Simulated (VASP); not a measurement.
Input of a VASP 6.6.1 run:

Contents of INCAR:

```
PREC     = Accurate       # precision mode
ENCUT    = 520            # plane-wave cutoff, eV
EDIFF    = 1E-6           # SCF threshold, eV
ISMEAR   = 0              # smearing method
SIGMA    = 0.1            # smearing width, eV
LREAL    = Auto         
LASPH    = T              # aspherical terms in the spheres
NELM     = 60             # most SCF steps
ALGO     = Normal         # electronic algorithm
ISIF     = 2              # what is computed and relaxed
LWAVE    = F              # write WAVECAR
LCHARG   = F              # write CHGCAR
GGA      = PE             # functional
ISYM     = 0            
NBANDS   = 98             # bands
```

KPOINTS

```
Automatic mesh
0
Gamma
  2 2 2
  0.5 0.5 0.5
```

Contents of POSCAR:

```
Sr13Li7Mg4
1.0
    9.7290460542     -0.8449790694      0.0499217918
   -0.8622779167     10.5488381003      0.3413345065
    0.0207449742      0.3808428609      9.3835291489
Sr Li Mg
13 7 4
Direct
   -0.0082382879      0.8074855632      0.6052108826
    0.4517243067      0.2828037883      0.4423838468
    0.1761267980      0.4944140125      0.5693340171
    0.6859489294      0.9164995270      0.1289176151
    0.4050408782      0.5747099158      0.1556406872
    0.3373296020      0.9086037224      0.3676577720
    0.3945707818      0.0404874964      0.7932005982
    0.0247077578      0.1609934946      0.3212435229
    0.0741080064      0.8511831563      1.0301722404
    0.0561748362      0.4730582955      0.9939794967
    0.6707750343      0.2935203856      0.0759908363
    0.5949173661      0.6633110857      0.5329827791
    1.0083762566      0.1592345514      0.7866479925
    0.6937125290      0.0597569698      0.4767365245
    0.6985373583      0.6567578043      0.9064491814
    0.8158218826      0.4838542309      0.7284211954
    0.6986456400      0.9203411924      0.7580221169
    0.7718308154      0.6026851936      0.2167430541
    0.0424213540      0.6302731761      0.3042962474
    0.6963437581      0.2331791512      0.7049403287
    0.4316474487      0.4085068047      0.8164909922
    0.8255887505      0.3952517253      0.4314956685
    0.2960491262      0.2072565931      0.0752387650
    0.3528529511      0.7079093808      0.8063164858
```

Potentials or basis: VASP PAW PBE potentials, release 64 (Sr_sv, Li_sv, Mg).

Command:

```bash
$ cat potpaw_PBE.64/Sr_sv/POTCAR potpaw_PBE.64/Li_sv/POTCAR potpaw_PBE.64/Mg/POTCAR > POTCAR
$ mpirun -np 1 vasp_std > vasp.out
```

Question: What does it give for the largest force?

Answer: 0.039 eV/Å.

Question: Estimate the band gap on the k mesh.

Answer: Zero (an odd number of electrons rules out a gap without spin polarisation).

Forces in eV/Å, atoms in the order of the input:
```
Sr   0.010  0.010  0.023
Sr  -0.003  0.004  0.000
Sr   0.009 -0.013 -0.003
Sr   0.003 -0.003 -0.026
Sr  -0.013 -0.001 -0.012
Sr   0.007  0.003  0.012
Sr  -0.005  0.012 -0.007
Sr   0.001 -0.008  0.009
Sr   0.017  0.011  0.001
Sr   0.007  0.012  0.009
Sr  -0.019 -0.008  0.009
Sr   0.028 -0.027 -0.003
Sr  -0.003 -0.009  0.001
Li  -0.014  0.001 -0.007
Li  -0.001  0.002 -0.002
Li  -0.002 -0.018  0.006
Li  -0.028  0.004 -0.004
Li  -0.002 -0.005 -0.017
Li  -0.009  0.005  0.015
Li  -0.001  0.012 -0.003
Mg   0.006  0.006 -0.008
Mg  -0.003  0.011  0.000
Mg   0.002  0.005  0.006
Mg   0.012 -0.005 -0.001
```
